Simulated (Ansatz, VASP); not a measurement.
## HgTe: VASP beside Ansatz

```xyz
2
Lattice="0.0000 3.2358 3.2358 3.2358 0.0000 3.2358 3.2358 3.2358 0.0000" Properties=species:S:1:pos:R:3 pbc="T T T"
Hg    0.0000    0.0000    0.0000
Te    4.8537    4.8537    4.8537
```

Alike in both runs: task single point; functional LDA; k mesh 7 × 7 × 7; occupations fermi-dirac, width 0.05 eV; no spin polarisation.

|  | VASP | Ansatz |
| --- | --- | --- |
| version | VASP 6.6.1 | Ansatz 0.2.0 |
| potentials or method | VASP PAW LDA potentials, release 64 (Hg, Te) | Ansatz PAW |
| plane-wave cutoff (eV) | 520 | 420 |
| valence electrons in the cell | 18 | 36 |

```tsv
	VASP	Ansatz	Ansatz less VASP
gap on the k mesh at the Fermi level (eV)	none	none	-
pressure (GPa)	-0.5	-0.7	-0.25
```

LDA's correlation is that of Perdew and Zunger in VASP and of Perdew and Wang (1992) in Ansatz. A gap of «none» marks a metal or a gap that the smearing closes. VASP's potentials hold 18 valence electrons a cell and Ansatz's 36, so a difference there can come from the potentials and not from the codes.

Spin-orbit coupling is off throughout.
